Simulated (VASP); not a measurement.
Wanted: the native input for a VASP 6.6.1 run.

```yaml
Task: single point
Functional: PBE
Potentials_or_basis: VASP PAW PBE potentials, release 64 (Cl, Na_pv)
Cutoff: 520 eV
k_mesh: 8 × 8 × 8
Occupations: fermi-dirac, width 0.05 eV
Spin: no spin polarisation
Dipole_correction: no
Further_INCAR_settings: ALGO = Normal; EDIFF = 1e-06; NBANDS = 14
```

The structure of NaCl lies in POSCAR:

```
NaCl
1.0
    0.0000000000      2.8466808176      2.8466808176
    2.8466808176      0.0000000000      2.8466808176
    2.8466808176      2.8466808176      0.0000000000
Cl Na
1 1
Direct
    0.5000000000      0.5000000000      0.5000000000
    0.0000000000      0.0000000000      0.0000000000
```

The input as run:

INCAR

```
SYSTEM = NaCl
  ALGO = Normal
  EDIFF = 1E-6
  ENCUT = 520
  GGA = PE
  ISIF = 2
  ISMEAR = -1
  LASPH = .TRUE.
  LCHARG = .TRUE.
  LELF = .TRUE.
  LREAL = .FALSE.
  LVHAR = .TRUE.
  LWAVE = .FALSE.
  NBANDS = 14
  NELM = 60
  PREC = Accurate
  SIGMA = 0.05
```

KPOINTS

```
k-points
0
G
  8 8 8
  0 0 0
```

Potentials or basis: VASP PAW PBE potentials, release 64 (Cl, Na_pv).

Run with:

```sh
$ cat potpaw_PBE.64/Cl/POTCAR potpaw_PBE.64/Na_pv/POTCAR > POTCAR
$ mpirun -np 1 vasp_std > vasp.out
```

Results of the run:

```
Pressure               : 0.0 GPa
Band gap on the k mesh : 5.00 eV, direct
```

It took 16 s on 1 thread of Intel(R) Xeon(R) Platinum 8259CL CPU @ 2.50GHz (Skylake/Cascade Lake), on a shared host, peak memory 0.16 GiB.
